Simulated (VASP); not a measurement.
# TaN in VASP: notebook, part 2 of 2

VASP 6.6.1. Earlier steps stand in the parts before.

**4. Single point, r2SCAN**

This run uses another cell than the first one, of 10.62 Å³/atom, 0.963 times its volume.

POSCAR

```
TaN
1.0
    0.0000000000      2.1979132428      2.1979132428
    2.1979132428      0.0000000000      2.1979132428
    2.1979132428      2.1979132428      0.0000000000
Ta N
1 1
Direct
    0.5000000000      0.5000000000      0.5000000000
    0.0000000000      0.0000000000      0.0000000000
```

INCAR.step1

```
ALGO     = Normal         # electronic algorithm
EDIFF    = 1E-4           # SCF threshold, eV
ENCUT    = 520            # plane-wave cutoff, eV
GGA      = PE             # functional
ISMEAR   = -1             # smearing method
LASPH    = T              # aspherical terms in the spheres
LCHARG   = F              # write CHGCAR
LREAL    = F              # projectors in reciprocal space
LWAVE    = T              # write WAVECAR
NBANDS   = 15             # bands
NELM     = 80             # most SCF steps
PREC     = Accurate       # precision mode
SIGMA    = 0.05           # smearing width, eV
```

INCAR.step2

```
ALGO     = Normal         # electronic algorithm
EDIFF    = 1E-6           # SCF threshold, eV
ENCUT    = 520            # plane-wave cutoff, eV
ISIF     = 2              # what is computed and relaxed
ISMEAR   = -1             # smearing method
ISTART   = 1            
LASPH    = T              # aspherical terms in the spheres
LCHARG   = F              # write CHGCAR
LMIXTAU  = T            
LREAL    = F              # projectors in reciprocal space
LWAVE    = F              # write WAVECAR
METAGGA  = R2SCAN         # meta-GGA
NBANDS   = 15             # bands
NELM     = 80             # most SCF steps
PREC     = Accurate       # precision mode
SIGMA    = 0.05           # smearing width, eV
```

KPOINTS

```
k-points
0
Gamma
  10 10 10
```

Potentials or basis: VASP PAW PBE potentials, release 64 (Ta_pv, N).

On the command line:

```
cat potpaw_PBE.64/Ta_pv/POTCAR potpaw_PBE.64/N/POTCAR > POTCAR
cp INCAR.step1 INCAR
mpirun -np 1 vasp_std > vasp.out
cp INCAR.step2 INCAR
mpirun -np 1 vasp_std > vasp.out
```

OUTCAR:

```text
EDIFF = 1E-6
   ENCUT = 520
   ISIF = 2
   ISMEAR = -1
   ISTART = 1
   LASPH = T
   LREAL = F
   METAGGA = R2SCAN
   NELM = 80
   PREC = Accurate

 ion  position               nearest neighbor table
   1  0.500  0.500  0.500-   2 2.20   2 2.20   2 2.20   2 2.20   2 2.20   2 2.20
   2  0.000  0.000  0.000-   1 2.20   1 2.20   1 2.20   1 2.20   1 2.20   1 2.20

  LATTYP: Found a face centered cubic cell.
 ALAT       =     4.3958264856

  Lattice vectors:

 A1 = (   0.0000000000,   2.1979132428,   2.1979132428)
 A2 = (   2.1979132428,   0.0000000000,   2.1979132428)
 A3 = (   2.1979132428,   2.1979132428,   0.0000000000)

Analysis of symmetry for initial positions (statically):
=====================================================================
 Subroutine PRICEL returns:
 Original cell was already a primitive cell.

 Routine SETGRP: Setting up the symmetry group for a
 face centered cubic supercell.

 Subroutine GETGRP returns: Found 48 space group operations
 (whereof 48 operations were pure point group operations)
 out of a pool of 48 trial point group operations.

The static configuration has the point symmetry O_h .

Analysis of symmetry for dynamics (positions and initial velocities):
=====================================================================
 Subroutine PRICEL returns:
 Original cell was already a primitive cell.

 Routine SETGRP: Setting up the symmetry group for a
 face centered cubic supercell.

 Subroutine GETGRP returns: Found 48 space group operations
 (whereof 48 operations were pure point group operations)
 out of a pool of 48 trial point group operations.

The dynamic configuration has the point symmetry O_h .

 Subroutine INISYM returns: Found 48 space group operations
 (whereof 48 operations are pure point group operations),
 and found     1 'primitive' translations

----------------------------------------------------------------------------------------

                                     Primitive cell

  volume of cell :      21.2355

  direct lattice vectors                    reciprocal lattice vectors
     0.000000000  2.197913243  2.197913243    -0.227488506  0.227488506  0.227488506
     2.197913243  0.000000000  2.197913243     0.227488506 -0.227488506  0.227488506
     2.197913243  2.197913243  0.000000000     0.227488506  0.227488506 -0.227488506

  length of vectors
     3.108318717  3.108318717  3.108318717     0.394021651  0.394021651  0.394021651

  position of ions in fractional coordinates (direct lattice)
     0.500000000  0.500000000  0.500000000
     0.000000000  0.000000000  0.000000000

  ion indices of the primitive-cell ions
   primitive index   ion index
                 1           1
                 2           2

----------------------------------------------------------------------------------------

 KPOINTS: k-points

Automatic generation of k-mesh.
 Grid dimensions read from file:
 generate k-points for:   10   10   10

 Generating k-lattice:

  Cartesian coordinates                     Fractional coordinates (reciprocal lattice)
    -0.022748851  0.022748851  0.022748851     0.100000000  0.000000000  0.000000000
     0.022748851 -0.022748851  0.022748851     0.000000000  0.100000000  0.000000000
     0.022748851  0.022748851 -0.022748851     0.000000000  0.000000000  0.100000000

  Length of vectors
[... 38 lines left out ...]
   number of dos      NEDOS =    301   number of ions     NIONS =      2
   total plane-waves  NPLWV =  13824
   dimension x,y,z NGX =    24 NGY =   24 NGZ =   24
   dimension x,y,z NGXF=    48 NGYF=   48 NGZF=   48
   ions per type =               1   1
   NGX,Y,Z   is equivalent  to a cutoff of  12.84, 12.84, 12.84 a.u.
   NGXF,Y,Z  is equivalent  to a cutoff of  25.67, 25.67, 25.67 a.u.
 SYSTEM =  unknown system
   PREC   = accura    normal or accurate (medium, high low for compatibility)
   ISTART =      1    job   : 0-new  1-cont  2-samecut
   ICHARG =      0    charge: 1-file 2-atom 10-const
   ISPIN  =      1    spin polarized calculation?
   LNONCOLLINEAR =      F non collinear calculations
   LSORBIT =      F    spin-orbit coupling
   LASPH  =      T    aspherical Exc in radial PAW
   ENCUT  =  520.0 eV  38.22 Ry    6.18 a.u.   5.78  5.78  5.78*2*pi/ulx,y,z
   NELM   =     80;   NELMIN=  2; NELMDL=  0     # of ELM steps
   EDIFF  = 0.1E-05   stopping-criterion for ELM
   LREAL  =      F    real-space projection
   EDIFFG = 0.1E-04   stopping-criterion for IOM
   NSW    =      0    number of steps for IOM
   IBRION =     -1    ionic relax: 0-MD 1-quasi-New 2-CG
   NFREE  =      0    steps in history (QN), initial steepest desc. (CG)
   ISIF   =      2    stress and relaxation
   ISYM   =      2    0-nonsym 1-usesym 2-fastsym
   POTIM  = 0.5000    time-step for ionic-motion
   TEBEG  =    0.0;   TEEND  =   0.0 temperature during run
   PSTRESS=    0.0 pullay stress
   NELECT =      16.0000    total number of electrons
   NUPDOWN=      -1.0000    fix difference up-down
   EMIN   =  10.00;   EMAX   =-10.00  energy-range for DOS
   EFERMI =   0.00;   METHOD = LEGACY
   ISMEAR =    -1;   SIGMA  =   0.05  broadening in eV -4-tet -1-fermi 0-gaus
   EFERMI_NEDOS =   21; number of points for ismear=-14 and -15
   IALGO  =     38    algorithm
   IMIX   =      4    mixing-type and parameters
     AMIX     =   0.40;   BMIX     =  1.00
     AMIX_MAG =   1.60;   BMIX_MAG =  1.00
  volume/ion in A,a.u.               =      10.62        71.65
  Fermi-wavevector in a.u.,A,eV,Ry     =   1.489684  2.815095 30.193501  2.219160
  Thomas-Fermi vector in A             =   2.602562
   LORBIT       =      0    0 simple, 1 ext, 2 COOP (PROOUT), +10 PAW based schemes
   METAGGA = R2SCAN    functional components
   LHFCALC =     F    Hartree Fock is set to
   AEXX    =    0.0000 exact exchange contribution
   IVDW    =     0    specifies the selected vdW correction
   LEPSILON=     F    determine dielectric tensor
   LRPA    =     F    only Hartree local field effects (RPA)
 non-spin polarized calculation
  energy-cutoff  :      520.00
  volume of cell :       21.24
 maximum number of plane-waves:       588
   NGX = 11   NGY = 11   NGZ = 11

 number of electron      16.0000002 magnetization

 Free energy of the ion-electron system (eV)
  ---------------------------------------------------
  ext. energy  EPLUGINS =         0.00000000
  ---------------------------------------------------
  free energy    TOTEN  =       -59.64019029 eV

  energy without entropy =      -59.63451684  energy(sigma->0) =      -59.63735356

 E-fermi :   9.6528     XC(G=0): -14.4669

 val. band max:        9.5462176648   @ k =  -0.2000   0.2000   0.0000
 cond. band min:       9.6899459610   @ k =  -0.3000   0.3000   0.1000
 fundamental gap:      0.1437282962
 Fermi energy:         9.6527759645

 k-point     1 :       0.0000    0.0000    0.0000
  band No.  band energies     occupation
      1     -27.5340      2.00000
      2     -27.5340      2.00000
      3     -27.5340      2.00000
      4     -10.3913      2.00000
      5       5.4881      2.00000
      6       5.4881      2.00000
      7       5.4881      2.00000
      8       7.4539      2.00000
      9       7.4539      2.00000
     10       7.4539      2.00000
     11       9.7519      0.24232
     12       9.7519      0.24232
     13      11.4193      0.00000
     14      19.1614      0.00000
[... 401 lines left out ...]
      2     -27.7812      2.00000
      3     -27.7547      2.00000
      4      -8.8449      2.00000
      5       1.2350      2.00000
      6       3.4099      2.00000
      7       4.0573      2.00000
      8       5.5830      2.00000
      9      11.8903      0.00000
     10      12.5911      0.00000
     11      12.6800      0.00000
     12      13.7796      0.00000
     13      18.5375      0.00000
     14      19.1625      0.00000
     15      21.0138      0.00000

 [... further k-points ...]

------------------------ aborting loop because EDIFF is reached ----------------------------------------

  FORCE on cell =-STRESS in cart. coord.  units (eV):
  Direction    XX          YY          ZZ          XY          YZ          ZX
  --------------------------------------------------------------------------------------
  -------------------------------------------------------------------------------------
  Total        0.2578588      0.2578588      0.2578588      0.0000000      0.0000000      0.0000000
  in kB       19.4549889     19.4549889     19.4549889      0.0000000      0.0000000      0.0000000
  external PRESSURE =      19.4549889 kB  Pullay stress =       0.0000000 kB

 VOLUME and BASIS-vectors are now :
 -----------------------------------------------------------------------------
  energy-cutoff  :      520.00
  volume of cell :       21.24
      direct lattice vectors                 reciprocal lattice vectors
     0.000000000  2.197913243  2.197913243    -0.227488506  0.227488506  0.227488506
     2.197913243  0.000000000  2.197913243     0.227488506 -0.227488506  0.227488506
     2.197913243  2.197913243  0.000000000     0.227488506  0.227488506 -0.227488506

 POSITION                                       TOTAL-FORCE (eV/Angst)
 -----------------------------------------------------------------------------------
      2.19791      2.19791      2.19791        -0.000000     -0.000000     -0.000000
      0.00000      0.00000      0.00000         0.000000      0.000000      0.000000
 -----------------------------------------------------------------------------------
    total drift:                                0.000000     -0.000000     -0.000000

  FREE ENERGIE OF THE ION-ELECTRON SYSTEM (eV)
  ---------------------------------------------------
  free  energy   TOTEN  =       -59.6401902883 eV

  energy  without entropy=      -59.6345168402  energy(sigma->0) =      -59.63735356
```

Run time: 30 s. Hardware: 1 thread of Intel Xeon Platinum 8488C (Sapphire Rapids), shared host; peak memory 0.15 GiB.

Results:

```
Free energy            : -59.6402 eV
Pressure               : 1.9 GPa
Band gap on the k mesh : zero (band 8 reaches 11.55 eV, above the bottom of band 9 at 7.45 eV)
```

Caveat: the PAW data sets were made with another functional, which shifts forces and pressure a little; spin-orbit coupling is left out, which moves the levels of the heavy elements.

**5. The runs side by side**

| level | cell | k mesh | gap on the mesh (eV) | pressure (GPa) |
| --- | --- | --- | --- | --- |
| PBE | a = 3.143, b = 3.143, c = 3.159 Å, angles 59.8, 59.8, 60.3°, 2 atoms | 9 × 9 × 9 | none | -6.7 |
| r2SCAN | a = 3.081 Å, angles 60.0°, 2 atoms | 10 × 10 × 10 | none | 12.1 |
| r2SCAN | a = 3.108 Å, angles 60.0°, 2 atoms | 10 × 10 × 10 | none | 1.9 |

Alike in all rows: task single point; potentials or basis VASP PAW PBE potentials, release 64 (Ta_pv, N); no spin polarisation; cutoff (eV) 520; smearing fermi-dirac 0.05 eV.

Caveats: spin-orbit coupling is left out, which moves the levels of the heavy elements; the PAW data sets were made with another functional, which shifts forces and pressure a little (some runs).

Absolute energies hang on the potentials; compare differences alone.
